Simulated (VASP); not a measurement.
A run of VASP 6.6.1 is set up as follows.

File POSCAR:

```
WC
1.0
    2.9120958982      0.0000000000      0.0000000000
   -1.4560479491      2.5219490261      0.0000000000
    0.0000000000      0.0000000000      2.8787338358
W C
1 1
Direct
    0.0000000000      0.0000000000      0.0000000000
    0.6666666667      0.3333333333      0.5000000000
```

INCAR.step1

```
ALGO = Normal ; EDIFF = 1E-4
ENCUT = 520 ; GGA = PE
ISMEAR = 0 ; LASPH = T
LCHARG = F ; LREAL = F
LWAVE = T ; NBANDS = 16
NELM = 60 ; PREC = Accurate
SIGMA = 0.1
```

File INCAR.step2:

```
ALGO = Normal ; EDIFF = 1E-7
ENCUT = 520 ; ISIF = 2
ISMEAR = 0 ; ISTART = 1
LASPH = T ; LCHARG = F
LMIXTAU = T ; LREAL = F
LWAVE = F ; METAGGA = R2SCAN
NBANDS = 16 ; NELM = 60
PREC = Accurate ; SIGMA = 0.1
```

KPOINTS

```
k-points
0
Gamma
  24 24 18
```

Potentials or basis: VASP PAW PBE potentials, release 64 (W_sv, C).

Launch:

```sh
$ cat potpaw_PBE.64/W_sv/POTCAR potpaw_PBE.64/C/POTCAR > POTCAR
$ cp INCAR.step1 INCAR
$ mpirun -np 1 vasp_std > vasp.out
$ cp INCAR.step2 INCAR
$ mpirun -np 1 vasp_std > vasp.out
```

(1) Predict the pressure.

(2) What does it give for the band gap on the k mesh?

## Answers

(1) -4.6 GPa.

(2) zero (band 9 reaches 11.37 eV, above the bottom of band 10 at 10.13 eV).

Caveat: the cell differs from its parent crystal (strain along c alone, the other axes held: +1.5 %); the PAW data sets were made with another functional, which shifts forces and pressure a little; spin-orbit coupling is left out, which moves the levels of the heavy elements.
